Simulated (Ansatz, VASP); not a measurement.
# Two plane-wave programs on Se

```
Se
1.0
     4.67624    0.00000    0.00000
    -2.33812    4.04975    0.00000
     0.00000    0.00000    3.13325
Se
3
Direct
  0.00000 0.00000 0.00000
  0.33333 0.66667 0.50000
  0.66667 0.33333 0.50000
```

Alike in both runs: functional PBEsol; k mesh 7 × 7 × 10; occupations fermi-dirac, width 0.1 eV; no spin polarisation.

Ansatz relaxed the structure, and its values are those at the end. VASP's run is a single point on that final structure, the one shown.

|  | VASP | Ansatz |
| --- | --- | --- |
| version | VASP 6.6.1 | Ansatz 0.2.0 |
| potentials or method | VASP PAW PBE potentials, release 64 (Se), cutoff 520 eV | plane waves (420 eV) with PAW, scalar-relativistic |
| valence electrons in the cell | 18 | 48 |

|  | VASP | Ansatz | Ansatz less VASP |
| --- | --- | --- | --- |
| pressure (GPa) | 0.1 | 0.0 | -0.09 |

VASP's potentials were made for PBE, not for PBEsol, and Ansatz warns of the same on its side. VASP's potentials hold 18 valence electrons a cell and Ansatz's 48, so a difference there can come from the potentials and not from the codes.
